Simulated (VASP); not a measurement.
Wanted: the native input for a VASP 6.6.1 run.

```
Task                   : single point
Functional             : PBE
Potentials or basis    : VASP PAW PBE potentials, release 64 (Si, Ni)
Cutoff                 : 520 eV
k mesh                 : 14 × 14 × 14
Occupations            : gaussian, width 0.15 eV
Spin                   : collinear spin, ferromagnetic start
Starting moments       : [0.0, 0.0, 0.375] μB
Fixed moment           : 0.375 μB
Dipole correction      : no
Further INCAR settings : ALGO = Normal; EDIFF = 1e-06; NBANDS = 20
```

The structure of Si2Ni lies in POSCAR:

```
Si2Ni
1.0
    0.0000000000      2.7765473069      2.7765473069
    2.7765473069      0.0000000000      2.7765473069
    2.7765473069      2.7765473069      0.0000000000
Si Ni
2 1
Direct
    0.2500000000      0.2500000000      0.2500000000
    0.7500000000      0.7500000000      0.7500000000
    0.0000000000      0.0000000000      0.0000000000
```

The input as run:

INCAR

```
SYSTEM = Si2Ni
PREC = Accurate
ENCUT = 520
EDIFF = 1E-6
ISMEAR = 0
SIGMA = 0.15
LREAL = .FALSE.
LASPH = .TRUE.
NELM = 150
ALGO = Normal
ISIF = 2
LWAVE = .FALSE.
LCHARG = .FALSE.
ISPIN = 2
MAGMOM = 0 0 0.375
LORBIT = 11
NUPDOWN = 0.375
LMAXMIX = 4
GGA = PE
NBANDS = 20
```

KPOINTS

```
Automatic mesh
0
G
  14 14 14
  0 0 0
```

Potentials or basis: VASP PAW PBE potentials, release 64 (Si, Ni).

The run is started by

```sh
$ cat potpaw_PBE.64/Si/POTCAR potpaw_PBE.64/Ni/POTCAR > POTCAR
$ mpirun -np 1 vasp_std > vasp.out
```

It gave:

| Quantity | Value |
| --- | --- |
| Pressure | -7.2 GPa |
| Net moment | 0.38 μB per cell |
| Site moments | Si +0.05; Ni +0.20 μB |
| Valence electrons inside the program's atomic spheres | Si 1.55; Ni 9.61 |

Caveat: the total moment is fixed, so each spin has its own Fermi level.

Run time: 2.1 min on 1 thread of Intel(R) Xeon(R) 6975P-C (Granite Rapids), with other jobs on the host, peak memory 0.27 GiB.
